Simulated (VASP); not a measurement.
## CO2: relaxation of cell and atoms with PBEsol

Crystal: CO2.

```
CELL_PARAMETERS angstrom
3.31410 0.00000 0.00000
-1.65705 2.87010 0.00000
0.00000 0.00000 2.57460
ATOMIC_POSITIONS crystal
C 0.00000 0.00000 0.00000
O 0.33333 0.66667 0.50000
O 0.66667 0.33333 0.50000
```

```yaml
Program: VASP 6.6.1
Task: relaxation of cell and atoms
Functional: PBEsol
Potentials_or_basis: VASP PAW PBE potentials, release 64 (C, O)
Cutoff: 600 eV
k_mesh: 8 × 8 × 9
Occupations: fermi-dirac, width 0.02 eV
Spin: no spin polarisation
Dipole_correction: no
Further_INCAR_settings: ALGO = Normal; EDIFF = 1e-06; IBRION = 2; EDIFFG = -0.02; NSW = 60; ISIF = 3
```

```json
{
  "Relaxed volume": "8.08 Å³/atom",
  "Relaxed cell": "a = 3.308 Å, b = 3.308 Å, c = 2.556 Å, α = 90.00°, β = 90.00°, γ = 120.00°",
  "Space group after relaxing (to 0.1 Å)": "P6/mmm (No. 191)",
  "Energy gained by relaxing": "0.5 meV/atom",
  "Ionic steps": "4",
  "Pressure after relaxing": "0.1 GPa",
  "Band gap on the k mesh": "zero (bands 8 and 9 overlap by 1.42 eV)"
}
```

Stress tensor (GPa, compression positive):
```
 0.20  0.00  0.00
 0.00  0.20  0.00
 0.00  0.00 -0.15
```

Step by step:
```csv
step,energy change (eV),largest force (eV/Å),pressure (GPa),volume (Å³)
1,0.0000,0.0000,-1.44,24.49
2,-0.0013,0.0000,0.19,24.23
3,-0.0013,0.0000,0.08,24.23
4,-0.0015,0.0000,0.08,24.23
```

Final structure:
```yaml
crystal:
  lattice:
    - [3.30814, 0.00000, 0.00000]
    - [-1.65407, 2.86494, 0.00000]
    - [0.00000, 0.00000, 2.55621]
  atoms:
    - { symbol: C, position: [0.00000, 0.00000, 0.00000] }
    - { symbol: O, position: [0.33333, 0.66667, 0.50000] }
    - { symbol: O, position: [0.66667, 0.33333, 0.50000] }
```

Levels at points of the mesh, in eV from the Fermi level:
```tsv
k point	band 5	band 6	band 7	band 8	band 9	band 10	band 11	band 12
(0.00, 0.00, 0.00)	-5.45	-3.03	-2.83	-2.83	0.65	4.00	4.00	4.08
(0.50, 0.00, 0.00)	-1.46	-1.39	-0.86	-0.63	1.41	1.80	2.43	3.07
```

Wall time 14 s on 1 thread of Intel(R) Xeon(R) 6975P-C (Granite Rapids), with other jobs on the host, peak memory 0.15 GiB.

Caveat: the PAW data sets were made with another functional, which shifts forces and pressure a little.
